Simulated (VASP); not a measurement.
# B (P6/mmm) in VASP: notebook

The runs below take B through single point, with PBE.

Program: VASP 6.6.1. These are calculated values, not measurements. Logs are shortened: lines on timing, memory, paths and dates and some standing lists are left out, and cuts for length are marked.

### 1 The cell of the first run

Symmetry: P6/mmm, No. 191, hexagonal system. The conventional cell has a = 2.586 Å, b = 2.586 Å, c = 2.426 Å, α = 90.00°, β = 90.00°, γ = 120.00°. B (site symmetry 6/mmm) has 20 B at 1.92 to 2.59 Å within 2.6 Å. B (site symmetry -6m2) has 9 B at 1.49 to 1.92 Å within 2.0 Å.

### 2 Single point, PBE

INCAR

```
SYSTEM = B
ALGO = Normal
EDIFF = 1E-6
ENCUT = 520
GGA = PE
ISIF = 2
ISMEAR = -1
LASPH = .TRUE.
LCHARG = .FALSE.
LREAL = .FALSE.
LWAVE = .FALSE.
NBANDS = 12
NELM = 60
PREC = Accurate
SIGMA = 0.05
```

KPOINTS

```
k-points
0
G
  12 12 16
  0 0 0
```

POSCAR

```
B
1.0
    2.5857486619      0.0000000000      0.0000000000
   -1.2928743310      2.2393240290      0.0000000000
    0.0000000000      0.0000000000      2.4255796080
B
3
Direct
    0.0000000000      0.0000000000      0.0000000000
    0.3333333333      0.6666666667      0.5000000000
    0.6666666667      0.3333333333      0.5000000000
```

Potentials or basis: VASP PAW PBE potentials, release 64 (B).

Run with:

```sh
$ cat potpaw_PBE.64/B/POTCAR > POTCAR
$ mpirun -np 1 vasp_std > vasp.out
```

OUTCAR:

```text
SYSTEM = B
   EDIFF = 1E-6
   ENCUT = 520
   GGA = PE
   ISIF = 2
   ISMEAR = -1
   LASPH = .TRUE.
   LREAL = .FALSE.
   NELM = 60
   PREC = Accurate

 ion  position               nearest neighbor table
   1  0.000  0.000  0.000-   2 1.92   3 1.92   2 1.92   3 1.92   3 1.92   3 1.92   2 1.92   2 1.92
                             3 1.92   3 1.92   2 1.92   2 1.92
   2  0.333  0.667  0.500-   3 1.49   3 1.49   3 1.49   1 1.92   1 1.92   1 1.92   1 1.92   1 1.92
                             1 1.92
   3  0.667  0.333  0.500-   2 1.49   2 1.49   2 1.49   1 1.92   1 1.92   1 1.92   1 1.92   1 1.92
                             1 1.92

  LATTYP: Found a hexagonal cell.
 ALAT       =     2.5857486619
 C/A-ratio  =     0.9380569905

  Lattice vectors:

 A1 = (   2.5857486619,   0.0000000000,   0.0000000000)
 A2 = (  -1.2928743310,   2.2393240290,   0.0000000000)
 A3 = (   0.0000000000,   0.0000000000,   2.4255796080)

Analysis of symmetry for initial positions (statically):
=====================================================================
 Subroutine PRICEL returns:
 Original cell was already a primitive cell.

 Routine SETGRP: Setting up the symmetry group for a
 hexagonal supercell.

 Subroutine GETGRP returns: Found 24 space group operations
 (whereof 24 operations were pure point group operations)
 out of a pool of 24 trial point group operations.

The static configuration has the point symmetry D_6h.

Analysis of symmetry for dynamics (positions and initial velocities):
=====================================================================
 Subroutine PRICEL returns:
 Original cell was already a primitive cell.

 Routine SETGRP: Setting up the symmetry group for a
 hexagonal supercell.

 Subroutine GETGRP returns: Found 24 space group operations
 (whereof 24 operations were pure point group operations)
 out of a pool of 24 trial point group operations.

The dynamic configuration has the point symmetry D_6h.

 Subroutine INISYM returns: Found 24 space group operations
 (whereof 24 operations are pure point group operations),
 and found     1 'primitive' translations

----------------------------------------------------------------------------------------

                                     Primitive cell

  volume of cell :      14.0449

  direct lattice vectors                    reciprocal lattice vectors
     2.585748662  0.000000000  0.000000000     0.386735190  0.223281666  0.000000000
    -1.292874331  2.239324029  0.000000000     0.000000000  0.446563332  0.000000000
     0.000000000  0.000000000  2.425579608     0.000000000  0.000000000  0.412272595
[... 99 lines left out ...]
   EMIN   =  10.00;   EMAX   =-10.00  energy-range for DOS
   EFERMI =   0.00;   METHOD = LEGACY
   ISMEAR =    -1;   SIGMA  =   0.05  broadening in eV -4-tet -1-fermi 0-gaus
   EFERMI_NEDOS =   21; number of points for ismear=-14 and -15
   IALGO  =     38    algorithm
   IMIX   =      4    mixing-type and parameters
     AMIX     =   0.40;   BMIX     =  1.00
     AMIX_MAG =   1.60;   BMIX_MAG =  1.00
  volume/ion in A,a.u.               =       4.68        31.59
  Fermi-wavevector in a.u.,A,eV,Ry     =   1.411398  2.667155 27.103397  1.992043
  Thomas-Fermi vector in A             =   2.533253
   LORBIT       =      0    0 simple, 1 ext, 2 COOP (PROOUT), +10 PAW based schemes
   GGA     = PE    functional components
   LHFCALC =     F    Hartree Fock is set to
   AEXX    =    0.0000 exact exchange contribution
   IVDW    =     0    specifies the selected vdW correction
   LEPSILON=     F    determine dielectric tensor
   LRPA    =     F    only Hartree local field effects (RPA)
 non-spin polarized calculation
  energy-cutoff  :      520.00
  volume of cell :       14.04
 maximum number of plane-waves:       399
 NGX is ok and might be reduce to    20

 number of electron       9.0000000 magnetization

 Free energy of the ion-electron system (eV)
  ---------------------------------------------------
  ext. energy  EPLUGINS =         0.00000000
  ---------------------------------------------------
  free energy    TOTEN  =       -14.94733284 eV

  energy without entropy =      -14.94371873  energy(sigma->0) =      -14.94552579

 E-fermi :  12.8336     XC(G=0): -13.8941

 val. band max:       12.8263178175   @ k =   0.1667   0.1667   0.3750
 cond. band min:      12.8467203587   @ k =   0.2500   0.2500   0.2500
 fundamental gap:      0.0204025411
 Fermi energy:        12.8335640328

 k-point     1 :       0.0000    0.0000    0.0000
  band No.  band energies     occupation
      1      -8.5145      2.00000
      2       7.7183      2.00000
      3      10.5506      2.00000
      4      10.5506      2.00000
      5      12.4335      1.99933
      6      12.4335      1.99933
      7      18.3117      0.00000
      8      24.1834      0.00000
      9      24.8918      0.00000
     10      27.4806      0.00000
     11      28.7911      0.00000
     12      31.2596      0.00000
[... 331 lines left out ...]
 k-point    24 :       0.3333    0.0000    0.0625
  band No.  band energies     occupation
      1      -5.9709      2.00000
      2       1.3228      2.00000
      3       5.4955      2.00000
      4      10.2234      2.00000
      5      15.0370      0.00000
      6      18.8016      0.00000
      7      20.5879      0.00000
      8      20.8024      0.00000
      9      23.9207      0.00000
     10      25.1772      0.00000
     11      29.9619      0.00000
     12      30.4116      0.00000

 [... further k-points ...]

------------------------ aborting loop because EDIFF is reached ----------------------------------------

  FORCE on cell =-STRESS in cart. coord.  units (eV):
  Direction    XX          YY          ZZ          XY          YZ          ZX
  --------------------------------------------------------------------------------------
  -------------------------------------------------------------------------------------
  Total       12.8215516     12.8215516     12.7804435     -0.0000000      0.0000000      0.0000000
  in kB     1462.6229589   1462.6229589   1457.9335364     -0.0000000      0.0000000      0.0000000
  external PRESSURE =    1461.0598181 kB  Pullay stress =       0.0000000 kB

 VOLUME and BASIS-vectors are now :
 -----------------------------------------------------------------------------
  energy-cutoff  :      520.00
  volume of cell :       14.04
      direct lattice vectors                 reciprocal lattice vectors
     2.585748662  0.000000000  0.000000000     0.386735190  0.223281666  0.000000000
    -1.292874331  2.239324029  0.000000000     0.000000000  0.446563332  0.000000000
     0.000000000  0.000000000  2.425579608     0.000000000  0.000000000  0.412272595

 POSITION                                       TOTAL-FORCE (eV/Angst)
 -----------------------------------------------------------------------------------
      0.00000      0.00000      0.00000         0.000000      0.000000      0.000000
     -0.00000      1.49288      1.21279        -0.000000      0.000000     -0.000000
      1.29287      0.74644      1.21279         0.000000      0.000000      0.000000
 -----------------------------------------------------------------------------------
    total drift:                               -0.000000      0.000000     -0.000000

  FREE ENERGIE OF THE ION-ELECTRON SYSTEM (eV)
  ---------------------------------------------------
  free  energy   TOTEN  =       -14.9473328389 eV

  energy  without entropy=      -14.9437187342  energy(sigma->0) =      -14.94552579
```

Run time: 31 s. Hardware: 1 thread of Intel Xeon 8259CL, shared host; peak memory 0.13 GiB.

Results:

* Free energy: -14.9473 eV
* Pressure: 146.1 GPa

Levels at points of the mesh, in eV from the Fermi level:
```csv
k point,band 1,band 2,band 3,band 4,band 5,band 6,band 7,band 8
"(0.00, 0.00, 0.00)",-21.35,-5.12,-2.28,-2.28,-0.40,-0.40,5.48,11.35
"(0.50, 0.00, 0.00)",-16.07,-15.52,-8.18,1.61,2.10,2.23,7.93,8.81
"(0.00, 0.00, 0.50)",-16.88,-15.98,-0.65,-0.65,4.26,4.26,6.95,6.95
"(0.50, 0.00, 0.50)",-13.27,-11.07,-9.68,-7.89,-4.77,0.97,5.38,5.50
```

### 3 Single point, PBE

INCAR

```
ALGO = Normal ; EDIFF = 1E-7
ENCUT = 520 ; GGA = PE
ISIF = 2 ; ISMEAR = -1
LASPH = T ; LCHARG = F
LREAL = F ; LWAVE = F
NBANDS = 12 ; NELM = 60
PREC = Accurate ; SIGMA = 0.05
```

KPOINTS

```
k-points
0
Gamma
  12 12 16
```

POSCAR is that of step 2.

Potentials or basis: VASP PAW PBE potentials, release 64 (B).

Run with:

```sh
$ cat potpaw_PBE.64/B/POTCAR > POTCAR
$ mpirun -np 1 vasp_std > vasp.out
```

Run time: 34 s. Hardware: 1 thread of Intel Xeon 8259CL, shared host; peak memory 0.13 GiB.

Results (log left out):

```yaml
Free_energy: -14.9473 eV
Pressure: 146.1 GPa
```

Stress tensor (GPa, compression positive):
```
146.27   0.00   0.00
  0.00 146.27   0.00
  0.00   0.00 145.76
```

Levels at points of the mesh, in eV from the Fermi level:
```csv
k point,band 1,band 2,band 3,band 4,band 5,band 6,band 7,band 8,band 9
"(0.00, 0.00, 0.00)",-21.35,-5.12,-2.28,-2.28,-0.40,-0.40,5.48,11.35,12.06
"(0.50, 0.00, 0.00)",-16.07,-15.52,-8.18,1.61,2.10,2.23,7.93,8.81,9.77
"(0.00, 0.00, 0.50)",-16.88,-15.98,-0.65,-0.65,4.26,4.26,6.95,6.95,8.90
"(0.50, 0.00, 0.50)",-13.27,-11.07,-9.68,-7.89,-4.77,0.97,5.38,5.50,17.36
```

### 4 Single point, PBE

This run uses another cell than the first one, of 6.69 Å³/atom, 1.429 times its volume.

INCAR

```
PREC     = Accurate       # precision mode
ENCUT    = 520            # plane-wave cutoff, eV
EDIFF    = 1E-6           # SCF threshold, eV
ISMEAR   = -1             # smearing method
SIGMA    = 0.05           # smearing width, eV
LREAL    = False          # projectors in reciprocal space
LASPH    = True           # aspherical terms in the spheres
NELM     = 100            # most SCF steps
ALGO     = Normal         # electronic algorithm
ISIF     = 2              # what is computed and relaxed
LWAVE    = False          # write WAVECAR
LCHARG   = True           # write CHGCAR
GGA      = PE             # functional
LELF     = True           # ELF
LVHAR    = True         
NBANDS   = 12             # bands
```

KPOINTS

```
regular mesh
0
Gamma
  12 12 16
```

POSCAR

```
B
1.0
    2.8616757361      0.0000000000      0.0000000000
   -1.4308378681      2.4782838849      0.0000000000
    0.0000000000      0.0000000000      2.8291063123
B
3
Direct
    0.0000000000      0.0000000000      0.0000000000
    0.3333333333      0.6666666667      0.5000000000
    0.6666666667      0.3333333333      0.5000000000
```

Run with:

```sh
$ cat potpaw_PBE.64/B/POTCAR > POTCAR
$ mpirun -np 1 vasp_std > vasp.out
```

Wall time 31 s (1 thread of Intel Xeon 8259CL, shared host); peak memory 0.15 GiB.

Results (log left out):

| Property | Result |
| --- | --- |
| Free energy | -17.0527 eV |
| Pressure | 0.0 GPa |

Stress tensor (GPa, compression positive):
```
 0.05  0.00  0.00
 0.00  0.05  0.00
 0.00  0.00 -0.06
```

Levels at points of the mesh, in eV from the Fermi level:
| k point | band 1 | band 2 | band 3 | band 4 | band 5 | band 6 | band 7 | band 8 |
| --- | --- | --- | --- | --- | --- | --- | --- | --- |
| (0.00, 0.00, 0.00) | -16.90 | -4.25 | -1.02 | -1.02 | 0.93 | 0.93 | 2.18 | 9.62 |
| (0.50, 0.00, 0.00) | -12.28 | -11.95 | -5.42 | 1.10 | 1.52 | 1.56 | 4.95 | 6.04 |
| (0.00, 0.00, 0.50) | -13.81 | -12.24 | -0.15 | -0.15 | 3.87 | 3.87 | 6.70 | 6.70 |
| (0.50, 0.00, 0.50) | -10.00 | -8.51 | -7.61 | -6.30 | -3.24 | 1.57 | 3.97 | 4.48 |
